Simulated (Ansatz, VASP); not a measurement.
## Mg3Sn2N2: VASP beside Ansatz

```xyz
7
Lattice="-2.5228 2.5237 4.9564 2.5228 -2.5237 4.9564 2.5228 2.5237 -4.9564" Properties=species:S:1:pos:R:3 pbc="T T T"
Mg    0.0000    0.0000    2.0901
Mg    0.0000    0.0000    7.8227
Mg    0.0000    0.0000    4.9564
Sn    2.5228    0.0000    0.0000
Sn    0.0000    2.5237    0.0000
N     0.0000    2.5237    2.4788
N     2.5228    0.0000    2.4776
```

Alike in both runs: functional PBE; k mesh 4 × 4 × 4; occupations gaussian, width 0.2 eV; no spin polarisation.

Ansatz relaxed the structure, and its values are those at the end. VASP's run is a single point on that final structure, the one shown.

|  | VASP | Ansatz |
| --- | --- | --- |
| version | VASP 6.6.1 | Ansatz 0.2.0 |
| potentials or method | VASP PAW PBE potentials, release 64 (Mg, Sn_d, N), cutoff 520 eV | scalar-relativistic, plane waves, PAW |
| valence electrons in the cell | 44 | 68 |

Ansatz gave:

| Quantity | Value |
| --- | --- |
| gap on the k mesh at the Fermi level (eV) | none |
| pressure (GPa) | 0.0 |

Task: Estimate VASP's values.

Result: gap on the k mesh at the Fermi level (eV): none; pressure (GPa): -0.1.

A gap of «none» marks a metal or a gap that the smearing closes. VASP's potentials hold 44 valence electrons a cell and Ansatz's 68, so a difference there can come from the potentials and not from the codes.

The k mesh is coarse, so the values compare programs but aren't converged.
